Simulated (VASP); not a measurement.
Here is a VASP 6.6.1 calculation.

Contents of INCAR:

```
PREC = Accurate
ENCUT = 520
EDIFF = 1E-6
ISMEAR = 0
SIGMA = 0.1
LREAL = F
LASPH = T
NELM = 60
ALGO = Normal
ISIF = 2
LWAVE = F
LCHARG = T
GGA = PE
IVDW = 12
LELF = T
LVHAR = T
NBANDS = 20
```

The input KPOINTS:

```
Automatic mesh
0
Gamma
  12 12 12
```

The input POSCAR:

```
S3O
1.0
    4.1718298687      0.0000000000      0.0000000000
    0.0000000000      4.1718298687      0.0000000000
    0.0000000000      0.0000000000      4.1718298687
S O
3 1
Direct
    0.5000000000      0.0000000000      0.0000000000
    0.0000000000      0.5000000000      0.0000000000
    0.0000000000      0.0000000000      0.5000000000
    0.0000000000      0.0000000000      0.0000000000
```

Potentials or basis: VASP PAW PBE potentials, release 64 (S, O).

Launch:

```sh
$ cat potpaw_PBE.64/S/POTCAR potpaw_PBE.64/O/POTCAR > POTCAR
$ mpirun -np 1 vasp_std > vasp.out
```

Predict the dispersion energy per atom.

-0.223 eV.

What does it give for the band gap on the k mesh?

Zero (bands 12 and 13 overlap by 1.87 eV).
